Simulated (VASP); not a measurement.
# Pt (P6_3/mmc) in VASP: notebook

The runs below take Pt through single point, with LDA.

Everything below comes from runs of VASP 6.6.1. Logs are shortened: lines on timing, memory, paths and dates and some standing lists are left out, and cuts for length are marked.

### Step 1. The cell of the first run

It takes space group P6_3/mmc (No. 194, hexagonal). Conventional cell: a = 2.751 Å, b = 2.751 Å, c = 4.718 Å, α = 90.00°, β = 90.00°, γ = 120.00°. Within 3.6 Å of Pt (site symmetry -6m2) lie 12 Pt at 2.75 to 2.84 Å.

This isn't the form of Pt at room conditions, which is fcc.

### Step 2. Single point, LDA (15.46 Å³/atom)

The input, INCAR:

```
PREC     = Accurate       # precision mode
ENCUT    = 570            # plane-wave cutoff, eV
EDIFF    = 1E-6           # SCF threshold, eV
ISMEAR   = -1             # smearing method
SIGMA    = 0.1            # smearing width, eV
LREAL    = F              # projectors in reciprocal space
LASPH    = T              # aspherical terms in the spheres
NELM     = 120            # most SCF steps
ALGO     = Normal         # electronic algorithm
ISIF     = 2              # what is computed and relaxed
LWAVE    = F              # write WAVECAR
LCHARG   = T              # write CHGCAR
GGA      = CA             # functional
LELF     = T              # ELF
LVHAR    = T            
NBANDS   = 25             # bands
GGA_COMPAT= F
```

The input, KPOINTS:

```
regular mesh
0
Gamma
  15 15 8
```

The input, POSCAR:

```
Pt
1.0
    2.7507514282      0.0000000000      0.0000000000
   -1.3753757141      2.3822206163      0.0000000000
    0.0000000000      0.0000000000      4.7183412234
Pt
2
Direct
    0.3333333333      0.6666666667      0.2500000000
    0.6666666667      0.3333333333      0.7500000000
```

Potentials or basis: VASP PAW LDA potentials, release 64 (Pt_sv_GW).

The run is started by

```bash
cat potpaw_LDA.64/Pt_sv_GW/POTCAR > POTCAR
mpirun -np 1 vasp_std > vasp.out
```

OUTCAR:

```text
PREC = Accurate
   ENCUT = 570
   EDIFF = 1E-6
   ISMEAR = -1
   LREAL = F
   LASPH = T
   NELM = 120
   ISIF = 2
   GGA = CA

 ion  position               nearest neighbor table
   1  0.333  0.667  0.250-   2 2.84   2 2.84   2 2.84   2 2.84   2 2.84   2 2.84
   2  0.667  0.333  0.750-   1 2.84   1 2.84   1 2.84   1 2.84   1 2.84   1 2.84

  LATTYP: Found a hexagonal cell.
 ALAT       =     2.7507514282
 C/A-ratio  =     1.7152917472

  Lattice vectors:

 A1 = (   2.7507514282,   0.0000000000,   0.0000000000)
 A2 = (  -1.3753757141,   2.3822206163,   0.0000000000)
 A3 = (   0.0000000000,   0.0000000000,   4.7183412234)

Analysis of symmetry for initial positions (statically):
=====================================================================
 Subroutine PRICEL returns:
 Original cell was already a primitive cell.

 Routine SETGRP: Setting up the symmetry group for a
 hexagonal supercell.

 Subroutine GETGRP returns: Found 24 space group operations
 (whereof 12 operations were pure point group operations)
 out of a pool of 24 trial point group operations.

The static configuration has the point symmetry D_3d.
 The point group associated with its full space group is D_6h.

Analysis of symmetry for dynamics (positions and initial velocities):
=====================================================================
 Subroutine PRICEL returns:
 Original cell was already a primitive cell.

 Routine SETGRP: Setting up the symmetry group for a
 hexagonal supercell.

 Subroutine GETGRP returns: Found 24 space group operations
 (whereof 12 operations were pure point group operations)
 out of a pool of 24 trial point group operations.

The dynamic configuration has the point symmetry D_3d.
 The point group associated with its full space group is D_6h.

 Subroutine INISYM returns: Found 24 space group operations
 (whereof 12 operations are pure point group operations),
 and found     1 'primitive' translations

----------------------------------------------------------------------------------------

                                     Primitive cell

  volume of cell :      30.9188

  direct lattice vectors                    reciprocal lattice vectors
     2.750751428  0.000000000  0.000000000     0.363537028  0.209888201  0.000000000
    -1.375375714  2.382220616  0.000000000     0.000000000  0.419776402  0.000000000
     0.000000000  0.000000000  4.718341223     0.000000000  0.000000000  0.211938890

  length of vectors
     2.750751428  2.750751428  4.718341223     0.419776402  0.419776402  0.211938890

  position of ions in fractional coordinates (direct lattice)
     0.333333333  0.666666667  0.250000000
     0.666666667  0.333333333  0.750000000

  ion indices of the primitive-cell ions
   primitive index   ion index
                 1           1
                 2           2

----------------------------------------------------------------------------------------

 KPOINTS: regular mesh

Automatic generation of k-mesh.
 Grid dimensions read from file:
 generate k-points for:   15   15    8

 Generating k-lattice:

  Cartesian coordinates                     Fractional coordinates (reciprocal lattice)
     0.024235802  0.013992547  0.000000000     0.066666667  0.000000000  0.000000000
     0.000000000  0.027985093  0.000000000     0.000000000  0.066666667  0.000000000
     0.000000000  0.000000000  0.026492361     0.000000000  0.000000000  0.125000000

  Length of vectors
     0.027985093  0.027985093  0.026492361

  Shift w.r.t. Gamma in fractional coordinates (k-lattice)
     0.000000000  0.000000000  0.000000000

 Subroutine IBZKPT returns following result:
 ===========================================

 Found    135 irreducible k-points:

 Following reciprocal coordinates:
            Coordinates               Weight
  0.000000  0.000000  0.000000      1.000000
  0.066667  0.000000  0.000000      6.000000
  0.133333 -0.000000  0.000000      6.000000
  0.200000  0.000000  0.000000      6.000000
  0.266667 -0.000000  0.000000      6.000000
  0.333333  0.000000  0.000000      6.000000
[... 16 lines left out ...]
  0.333333  0.200000  0.000000     12.000000
  0.400000  0.200000  0.000000      6.000000
 [... further k-points ...]
   k-points           NKPTS =    135   k-points in BZ     NKDIM =    135   number of bands    NBANDS=     25
   number of dos      NEDOS =    301   number of ions     NIONS =      2
   total plane-waves  NPLWV =  23040
   dimension x,y,z NGX =    24 NGY =   24 NGZ =   40
   dimension x,y,z NGXF=    48 NGYF=   48 NGZF=   80
   ions per type =               2
   NGX,Y,Z   is equivalent  to a cutoff of  14.50, 14.50, 14.09 a.u.
   NGXF,Y,Z  is equivalent  to a cutoff of  29.01, 29.01, 28.19 a.u.
 SYSTEM =  unknown system
   PREC   = accura    normal or accurate (medium, high low for compatibility)
   ISTART =      0    job   : 0-new  1-cont  2-samecut
   ICHARG =      2    charge: 1-file 2-atom 10-const
   ISPIN  =      1    spin polarized calculation?
   LNONCOLLINEAR =      F non collinear calculations
   LSORBIT =      F    spin-orbit coupling
   LASPH  =      T    aspherical Exc in radial PAW
   ENCUT  =  570.0 eV  41.89 Ry    6.47 a.u.   5.35  5.35  9.19*2*pi/ulx,y,z
   NELM   =    120;   NELMIN=  2; NELMDL= -5     # of ELM steps
   EDIFF  = 0.1E-05   stopping-criterion for ELM
   LREAL  =      F    real-space projection
   EDIFFG = 0.1E-04   stopping-criterion for IOM
   NSW    =      0    number of steps for IOM
   IBRION =     -1    ionic relax: 0-MD 1-quasi-New 2-CG
   NFREE  =      0    steps in history (QN), initial steepest desc. (CG)
   ISIF   =      2    stress and relaxation
   ISYM   =      2    0-nonsym 1-usesym 2-fastsym
   POTIM  = 0.5000    time-step for ionic-motion
   TEBEG  =    0.0;   TEEND  =   0.0 temperature during run
   PSTRESS=    0.0 pullay stress
   NELECT =      36.0000    total number of electrons
   NUPDOWN=      -1.0000    fix difference up-down
   EMIN   =  10.00;   EMAX   =-10.00  energy-range for DOS
   EFERMI =   0.00;   METHOD = LEGACY
   ISMEAR =    -1;   SIGMA  =   0.10  broadening in eV -4-tet -1-fermi 0-gaus
   EFERMI_NEDOS =   21; number of points for ismear=-14 and -15
   IALGO  =     38    algorithm
   IMIX   =      4    mixing-type and parameters
     AMIX     =   0.40;   BMIX     =  1.00
     AMIX_MAG =   1.60;   BMIX_MAG =  1.00
  volume/ion in A,a.u.               =      15.46       104.33
  Fermi-wavevector in a.u.,A,eV,Ry     =   1.722271  3.254620 40.357829  2.966217
  Thomas-Fermi vector in A             =   2.798367
   LORBIT       =      0    0 simple, 1 ext, 2 COOP (PROOUT), +10 PAW based schemes
   GGA     = CA    functional components
   LHFCALC =     F    Hartree Fock is set to
   AEXX    =    0.0000 exact exchange contribution
   IVDW    =     0    specifies the selected vdW correction
   LEPSILON=     F    determine dielectric tensor
   LRPA    =     F    only Hartree local field effects (RPA)
 non-spin polarized calculation
  energy-cutoff  :      570.00
  volume of cell :       30.92
 maximum number of plane-waves:       979
 NGX is ok and might be reduce to    24
   NGX = 11   NGY = 11   NGZ = 19

 number of electron      36.0000001 magnetization

 Free energy of the ion-electron system (eV)
  ---------------------------------------------------
  ext. energy  EPLUGINS =         0.00000000
  ---------------------------------------------------
  free energy    TOTEN  =       -14.54552031 eV

  energy without entropy =      -14.42947158  energy(sigma->0) =      -14.48749595

 E-fermi :  10.0077     XC(G=0): -14.2099

 val. band max:       10.0023580044   @ k =   0.2667  -0.0000   0.0000
 cond. band min:      10.0085689549   @ k =   0.3333   0.1333   0.5000
 fundamental gap:      0.0062109504
 Fermi energy:        10.0077064238

 k-point     1 :       0.0000    0.0000    0.0000
  band No.  band energies     occupation
      1     -88.1600      2.00000
      2     -88.1367      2.00000
      3     -42.6727      2.00000
      4     -42.4245      2.00000
      5     -42.4245      2.00000
      6     -42.3776      2.00000
[... 17 lines left out ...]
     24      27.3176      0.00000
     25      31.0355      0.00000

 k-point     2 :       0.0667    0.0000    0.0000
  band No.  band energies     occupation
      1     -88.1583      2.00000
      2     -88.1351      2.00000
      3     -42.6666      2.00000
      4     -42.4409      2.00000
      5     -42.4292      2.00000
      6     -42.3948      2.00000
[... 17 lines left out ...]
     24      27.5318      0.00000
     25      30.1592      0.00000

 k-point     3 :       0.1333   -0.0000    0.0000
  band No.  band energies     occupation
      1     -88.1549      2.00000
      2     -88.1327      2.00000
      3     -42.6500      2.00000
      4     -42.4895      2.00000
      5     -42.4446      2.00000
      6     -42.4432      2.00000
[... 17 lines left out ...]
     24      27.5903      0.00000
     25      28.7641      0.00000

 k-point     4 :       0.2000    0.0000    0.0000
  band No.  band energies     occupation
      1     -88.1494      2.00000
      2     -88.1291      2.00000
      3     -42.6241      2.00000
      4     -42.5608      2.00000
      5     -42.5162      2.00000
      6     -42.4636      2.00000
[... 17 lines left out ...]
     24      27.1061      0.00000
     25      28.0567      0.00000

 k-point     5 :       0.2667   -0.0000    0.0000
  band No.  band energies     occupation
      1     -88.1430      2.00000
      2     -88.1257      2.00000
      3     -42.6431      2.00000
      4     -42.5978      2.00000
      5     -42.5916      2.00000
      6     -42.4870      2.00000
[... 17 lines left out ...]
     24      25.8802      0.00000
     25      28.4295      0.00000

 k-point     6 :       0.3333    0.0000    0.0000
  band No.  band energies     occupation
      1     -88.1359      2.00000
      2     -88.1221      2.00000
      3     -42.7209      2.00000
      4     -42.6738      2.00000
      5     -42.5560      2.00000
      6     -42.5090      2.00000
[... 17 lines left out ...]
     24      24.8672      0.00000
     25      25.5660      0.00000
[... 393 lines left out ...]
 k-point    21 :       0.2000    0.2000    0.0000
  band No.  band energies     occupation
      1     -88.1339      2.00000
      2     -88.1212      2.00000
      3     -42.6854      2.00000
      4     -42.6843      2.00000
      5     -42.5464      2.00000
      6     -42.5337      2.00000
[... 17 lines left out ...]
     24      25.6499      0.00000
     25      26.9569      0.00000

 k-point    22 :       0.2667    0.2000    0.0000
  band No.  band energies     occupation
      1     -88.1285      2.00000
      2     -88.1193      2.00000
      3     -42.7326      2.00000
      4     -42.7099      2.00000
      5     -42.5709      2.00000
      6     -42.5200      2.00000
[... 17 lines left out ...]
     24      24.9547      0.00000
     25      25.1934      0.00000

 k-point    23 :       0.3333    0.2000    0.0000
  band No.  band energies     occupation
      1     -88.1245      2.00000
      2     -88.1183      2.00000
      3     -42.7638      2.00000
      4     -42.7224      2.00000
      5     -42.6022      2.00000
      6     -42.5414      2.00000
[... 17 lines left out ...]
     24      22.9613      0.00000
     25      24.6510      0.00000

 k-point    24 :       0.4000    0.2000    0.0000
  band No.  band energies     occupation
      1     -88.1231      2.00000
      2     -88.1183      2.00000
      3     -42.7749      2.00000
      4     -42.7258      2.00000
      5     -42.6145      2.00000
      6     -42.5490      2.00000
[... 17 lines left out ...]
     24      21.7734      0.00000
     25      24.2477      0.00000

 [... further k-points ...]

------------------------ aborting loop because EDIFF is reached ----------------------------------------

  FORCE on cell =-STRESS in cart. coord.  units (eV):
  Direction    XX          YY          ZZ          XY          YZ          ZX
  --------------------------------------------------------------------------------------
  -------------------------------------------------------------------------------------
  Total       -2.1647094     -2.1647094     -1.9797483      0.0000000      0.0000000      0.0000000
  in kB     -112.1727865   -112.1727865   -102.5883152      0.0000000      0.0000000      0.0000000
  external PRESSURE =    -108.9779627 kB  Pullay stress =       0.0000000 kB

 VOLUME and BASIS-vectors are now :
 -----------------------------------------------------------------------------
  energy-cutoff  :      570.00
  volume of cell :       30.92
      direct lattice vectors                 reciprocal lattice vectors
     2.750751428  0.000000000  0.000000000     0.363537028  0.209888201  0.000000000
    -1.375375714  2.382220616  0.000000000     0.000000000  0.419776402  0.000000000
     0.000000000  0.000000000  4.718341223     0.000000000  0.000000000  0.211938890

 POSITION                                       TOTAL-FORCE (eV/Angst)
 -----------------------------------------------------------------------------------
     -0.00000      1.58815      1.17959         0.000000     -0.000000      0.000000
      1.37538      0.79407      3.53876        -0.000000      0.000000      0.000000
 -----------------------------------------------------------------------------------
    total drift:                               -0.000000      0.000000     -0.000000

  FREE ENERGIE OF THE ION-ELECTRON SYSTEM (eV)
  ---------------------------------------------------
  free  energy   TOTEN  =       -14.5455203126 eV

  energy  without entropy=      -14.4294715846  energy(sigma->0) =      -14.48749595
```

It took 43 s on 1 thread of Intel Xeon Platinum 8559C (Emerald Rapids), shared host; peak memory 0.22 GiB.

Results:

```yaml
Free_energy: -14.5455 eV
Pressure: -10.9 GPa
Band_gap_on_the_k_mesh: zero (bands 18 and 19 overlap by 1.26 eV)
```

Caveat: the cell stands under tension; spin-orbit coupling is left out, which moves the levels of the heavy elements.

### Step 3. Single point, LDA (16.05 Å³/atom)

This run uses another cell than the first one, of 16.05 Å³/atom.

The input, INCAR:

```
SYSTEM = Pt
  PREC = Accurate
  ENCUT = 570
  EDIFF = 1E-6
  ISMEAR = -1
  SIGMA = 0.1
  LREAL = .FALSE.
  LASPH = .TRUE.
  NELM = 120
  ALGO = Normal
  ISIF = 2
  LWAVE = .FALSE.
  LCHARG = .TRUE.
  GGA = CA
  LELF = .TRUE.
  LVHAR = .TRUE.
  NBANDS = 25
  GGA_COMPAT = .FALSE.
```

The input, KPOINTS:

```
Automatic mesh
0
G
  15 15 8
  0 0 0
```

The input, POSCAR:

```
Pt
1.0
    2.7855747634      0.0000000000      0.0000000000
   -1.3927873817      2.4123785092      0.0000000000
    0.0000000000      0.0000000000      4.7780734028
Pt
2
Direct
    0.3333333333      0.6666666667      0.2500000000
    0.6666666667      0.3333333333      0.7500000000
```

Potentials or basis: VASP PAW LDA potentials, release 64 (Pt_sv_GW).

The run is started by

```bash
cat potpaw_LDA.64/Pt_sv_GW/POTCAR > POTCAR
mpirun -np 1 vasp_std > vasp.out
```

Wall time 89 s (1 thread of Intel Xeon Platinum 8259CL at 2.50GHz (Skylake/Cascade Lake), shared host); peak memory 0.22 GiB.

Results (log left out):

* Free energy: -14.4436 eV
* Pressure: -19.1 GPa
* Band gap on the k mesh: zero (bands 18 and 19 overlap by 1.18 eV)

Stress tensor (GPa, compression positive):
```
-19.68   0.00   0.00
  0.00 -19.68   0.00
  0.00   0.00 -17.97
```

Levels at points of the mesh, in eV from the Fermi level:
| k point | band 14 | band 15 | band 16 | band 17 | band 18 | band 19 | band 20 | band 21 | band 22 | band 23 |
| --- | --- | --- | --- | --- | --- | --- | --- | --- | --- | --- |
| (0.00, 0.00, 0.00) | -2.96 | -2.96 | -1.84 | -1.84 | -0.56 | -0.23 | -0.23 | 4.71 | 15.10 | 15.88 |
| (0.00, 0.00, 0.50) | -3.33 | -3.33 | -3.33 | -0.80 | -0.80 | -0.80 | -0.80 | 12.06 | 12.06 | 15.50 |

Caveat: the cell stands under tension; spin-orbit coupling is left out, which moves the levels of the heavy elements.
